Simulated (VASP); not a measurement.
Wanted: the native input for a VASP 6.6.1 run.

```yaml
Task: single point
Functional: LDA
Potentials_or_basis: VASP PAW LDA potentials, release 64 (Mg_sv, O)
Cutoff: 840 eV
k_mesh: 9 × 9 × 8
Occupations: gaussian, width 0.05 eV
Spin: no spin polarisation
Dipole_correction: no
Further_INCAR_settings: ALGO = Normal; EDIFF = 1e-06; NBANDS = 15
```

The structure of MgO lies in POSCAR:

```
MgO
1.0
    2.9380209034      0.0000000000      0.0000000000
   -1.4690104517      2.5444007392      0.0000000000
    0.0000000000      0.0000000000      2.6796800000
Mg O
1 1
Direct
    0.0000000000      0.0000000000      0.0000000000
    0.3333333333      0.6666666667      0.4346936948
```

This cell differs from its parent crystal: all O atoms moved +0.175 Å, as atom 2 towards its neighbour atom 2 (O) at 2.680 Å.

One way to write it, as run:

INCAR

```
  PREC = Accurate
  ENCUT = 840
  EDIFF = 1E-6
  ISMEAR = 0
  SIGMA = 0.05
  LREAL = F
  LASPH = T
  NELM = 120
  ALGO = Normal
  ISIF = 2
  LWAVE = F
  LCHARG = F
  NBANDS = 15
  GGA_COMPAT = F
```

KPOINTS

```
regular mesh
0
Gamma
  9 9 8
```

Potentials or basis: VASP PAW LDA potentials, release 64 (Mg_sv, O).

Command:

```bash
$ cat potpaw_LDA.64/Mg_sv/POTCAR potpaw_LDA.64/O/POTCAR > POTCAR
$ mpirun -np 1 vasp_std > vasp.out
```

Results of the run:

```yaml
Pressure: -6.4 GPa
Largest_force: 0.538 eV/Å
Band_gap_on_the_k_mesh: 2.92 eV (least direct gap 3.37 eV)
```

Caveat: the cell differs from its parent crystal (all O atoms moved +0.175 Å, as atom 2 towards its neighbour atom 2 (O) at 2.680 Å); the cell stands under tension.

Wall time 19 s on 1 thread of Intel(R) Xeon(R) Platinum 8488C (Sapphire Rapids), on a shared host, peak memory 0.16 GiB.
